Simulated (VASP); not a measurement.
ScAl3, 4 atoms in the cell. It takes space group Pm-3m (No. 221, cubic). The conventional cell has a = 4.151 Å, b = 4.151 Å, c = 4.151 Å, α = 90.00°, β = 90.00°, γ = 90.00°. Sc (site symmetry m-3m) has 12 Al at 2.94 Å within 3.9 Å. Al (site symmetry 4/mmm) has 4 Sc at 2.94 Å and 8 Al at 2.94 Å within 3.9 Å.  This cell differs from its parent crystal: volume scaled by 1.06.

| Item | Value |
| --- | --- |
| Program | VASP 6.6.1 |
| Task | single point |
| Functional | PBEsol |
| Potentials or basis | VASP PAW PBE potentials, release 64 (Sc_sv, Al) |
| Cutoff | 520 eV |
| k mesh | 10 × 10 × 10 |
| Occupations | gaussian, width 0.1 eV |
| Spin | no spin polarisation |
| Dipole correction | no |
| Further INCAR settings | ALGO = Normal; EDIFF = 1e-06; NBANDS = 18 |

Potentials or basis: VASP PAW PBE potentials, release 64 (Sc_sv, Al).

Launch:

```console
$ cat potpaw_PBE.64/Sc_sv/POTCAR potpaw_PBE.64/Al/POTCAR > POTCAR
$ mpirun -np 1 vasp_std > vasp.out
```

Hardware: 1 thread of Intel(R) Xeon(R) Platinum 8488C (Sapphire Rapids), with other jobs on the host.

**Question.** Estimate the wall time of this run.

**Answer.** Run time: 30 s on 1 thread of Intel(R) Xeon(R) Platinum 8488C (Sapphire Rapids), on a shared host, peak memory 0.2 GiB. Counts: scf iterations 13, k points 56.
